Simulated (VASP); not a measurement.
Wanted: the native input for a VASP 6.6.1 run.

```
Task                   : single point
Functional             : PBE
Potentials or basis    : VASP PAW PBE potentials, release 64 (Zr_sv, Si, O)
Cutoff                 : 520 eV
k mesh                 : 4 × 4 × 4
Occupations            : gaussian, width 0.1 eV
Spin                   : collinear spin
Starting moments       : [1.0, 1.0, 1.0, 0.0, 0.0] μB
Dipole correction      : no
Further INCAR settings : ALGO = Normal; EDIFF = 1e-06; NBANDS = 35
```

The structure of Zr3SiO lies in POSCAR:

```
Zr3SiO
1.0
    4.3629683317      0.0000000000      0.0000000000
    0.0000000000      4.3629683317      0.0000000000
    0.0000000000      0.0000000000      6.6787837567
Zr Si O
3 1 1
Direct
    0.0000000000      0.5000000000      0.8952176976
    0.5000000000      0.0000000000      0.8952176976
    0.0000000000      0.0000000000      0.5375696103
    0.0000000000      0.0000000000      0.1405306463
    0.5000000000      0.5000000000      0.8914613682
```

The cell was built from a structure type or drawn by symmetry, and may not be a known phase.

These files were run (other wordings do the same):

INCAR

```
PREC = Accurate ; ENCUT = 520
EDIFF = 1E-6 ; ISMEAR = 0
SIGMA = 0.1 ; LREAL = F
LASPH = T ; NELM = 150
ALGO = Normal ; ISIF = 2
LWAVE = F ; LCHARG = F
ISPIN = 2 ; MAGMOM = 1 1 1 0 0
LORBIT = 11 ; LMAXMIX = 4
GGA = PE ; NBANDS = 35
```

KPOINTS

```
regular mesh
0
Gamma
  4 4 4
```

Potentials or basis: VASP PAW PBE potentials, release 64 (Zr_sv, Si, O).

Launch:

```bash
$ cat potpaw_PBE.64/Zr_sv/POTCAR potpaw_PBE.64/Si/POTCAR potpaw_PBE.64/O/POTCAR > POTCAR
$ mpirun -np 1 vasp_std > vasp.out
```

It gave:

The pressure is 0.0 GPa, the largest force is 0.009 eV/Å and the band gap on the k mesh is zero (filled and empty bands overlap). The net moment is 0.00 μB per cell and the valence electrons inside the program's atomic spheres are Zr 9.84, 9.66 (each value once); Si 1.72; O 5.03.

Caveat: the k points lie up to 0.36 Å⁻¹ apart, too coarse for converged energies and pressures of a metal.

It took 110 s on 1 thread of Intel(R) Xeon(R) Platinum 8488C (Sapphire Rapids), on a shared host, peak memory 0.32 GiB.
